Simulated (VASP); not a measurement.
Set up this calculation in VASP 6.6.1, as the native input.

| Property | Result |
| --- | --- |
| Task | single point |
| Functional | PBE |
| Potentials or basis | VASP PAW PBE potentials, release 64 (Sc_sv, Ti_sv, N) |
| Cutoff | 520 eV |
| k mesh | 10 × 10 × 4 |
| Occupations | gaussian, width 0.1 eV |
| Spin | no spin polarisation |
| Dipole correction | no |
| Further INCAR settings | ALGO = Normal; EDIFF = 1e-06; NBANDS = 40 |

The structure of ScTi3N3 lies in POSCAR:

```
ScTi3N3
1.0
    3.1584203114      0.0000000000      0.0000000000
    0.0000000000      3.1584203114      0.0000000000
    0.0000000000      0.0000000000      8.7955589897
Sc Ti N
1 3 3
Direct
    0.0000000000      0.0000000000      0.0000000000
    0.5000000000      0.5000000000      0.7601515671
    0.0000000000      0.0000000000      0.5000000000
    0.5000000000      0.5000000000      0.2398484329
    0.0000000000      0.0000000000      0.7372648741
    0.5000000000      0.5000000000      0.0000000000
    0.0000000000      0.0000000000      0.2627351259
```

This cell differs from its parent crystal: volume scaled by 1.10, then relaxed in part.

One way to write it, as run:

INCAR

```
ALGO = Normal ; EDIFF = 1E-6
ENCUT = 520 ; GGA = PE
ISIF = 2 ; ISMEAR = 0
LASPH = T ; LCHARG = F
LREAL = F ; LWAVE = F
NBANDS = 40 ; NELM = 100
PREC = Accurate ; SIGMA = 0.1
```

KPOINTS

```
k-points
0
Gamma
  10 10 4
```

Potentials or basis: VASP PAW PBE potentials, release 64 (Sc_sv, Ti_sv, N).

Launch:

```console
$ cat potpaw_PBE.64/Sc_sv/POTCAR potpaw_PBE.64/Ti_sv/POTCAR potpaw_PBE.64/N/POTCAR > POTCAR
$ mpirun -np 1 vasp_std > vasp.out
```

It gave:

* Pressure: -15.9 GPa
* Largest force: 0.022 eV/Å
* Band gap on the k mesh: zero (band 31 reaches 8.36 eV, above the bottom of band 32 at 7.63 eV)

Run time: 4.1 min on 1 thread of Intel(R) Xeon(R) Platinum 8259CL CPU @ 2.50GHz (Skylake/Cascade Lake), with other jobs on the host, peak memory 0.32 GiB.
